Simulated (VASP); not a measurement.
**CaSe: single point with PBE**

The system is CaSe.

```xyz
2
Lattice="3.6348 0.0000 0.0000 0.0000 3.6348 0.0000 0.0000 0.0000 3.6348" Properties=species:S:1:pos:R:3 pbc="T T T"
Ca    0.0000    0.0000    0.0000
Se    1.8174    1.8174    1.8174
```

```json
{
 "Program": "VASP 6.6.1",
 "Task": "single point",
 "Functional": "PBE",
 "Potentials or basis": "VASP PAW PBE potentials, release 64 (Ca_sv, Se)",
 "Cutoff": "520 eV",
 "k mesh": "6 × 6 × 6",
 "Occupations": "gaussian, width 0.01 eV",
 "Spin": "no spin polarisation"
}
```

```
Pressure               : 0.9 GPa
Band gap on the k mesh : 0.76 eV
```

Levels at points of the mesh, in eV from the valence-band top:
```tsv
k point	band 4	band 5	band 6	band 7	band 8	band 9	band 10	band 11	band 12	band 13
(0.00, 0.00, 0.00)	-22.26	-13.04	-0.87	-0.87	-0.87	1.08	1.08	2.08	4.37	4.37
(0.50, 0.00, 0.00)	-22.25	-12.30	-4.92	-1.05	-1.05	2.01	4.62	4.63	4.79	5.29
(0.50, 0.50, 0.00)	-22.23	-11.99	-3.56	-3.56	0.00	0.76	2.93	3.17	3.17	5.35
(0.50, 0.50, 0.50)	-22.38	-11.42	-3.70	-3.70	-3.70	3.85	3.85	3.85	5.42	5.42
```

It took 21 s on 1 thread of AMD EPYC 7R13, on a shared host, peak memory 0.13 GiB.

Caveat: the structure was generated, so it needn't be the stable form of CaSe; semilocal functionals underestimate gaps, and a narrow one can read as zero. A k mesh can miss the band edges.
